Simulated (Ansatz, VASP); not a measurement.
Te2As: VASP beside Ansatz

```
Te As
1.0
    -2.41221    2.41221    3.86485
     2.41221   -2.41221    3.86485
     2.41221    2.41221   -3.86485
Te As
2 1
Direct
  0.25000 0.75000 0.50000
  0.75000 0.25000 0.50000
  0.00000 0.00000 0.00000
```

Alike in both runs: functional PBE; k mesh 6 × 6 × 6; occupations gaussian, width 0.2 eV; no spin polarisation.

Ansatz relaxed the structure, and its values are those at the end. VASP's run is a single point on that final structure, the one shown.

|  | VASP | Ansatz |
| --- | --- | --- |
| version | VASP 6.6.1 | Ansatz 0.2.0 |
| potentials or method | VASP PAW PBE potentials, release 64 (Te, As), cutoff 500 eV | scalar-relativistic, plane waves, PAW |
| valence electrons in the cell | 17 | 47 |

VASP gave:

| Property | Result |
| --- | --- |
| gap on the k mesh at the Fermi level (eV) | none |
| pressure (GPa) | -0.1 |

Estimate Ansatz's values.

gap on the k mesh at the Fermi level (eV): none; pressure (GPa): 0.0.

A gap of «none» marks a metal or a gap that the smearing closes. The functional is the same, so the differences come from potentials, cutoffs and numerics. VASP's potentials hold 17 valence electrons a cell and Ansatz's 47, so a difference there can come from the potentials and not from the codes.

Neither program's run includes spin-orbit coupling.
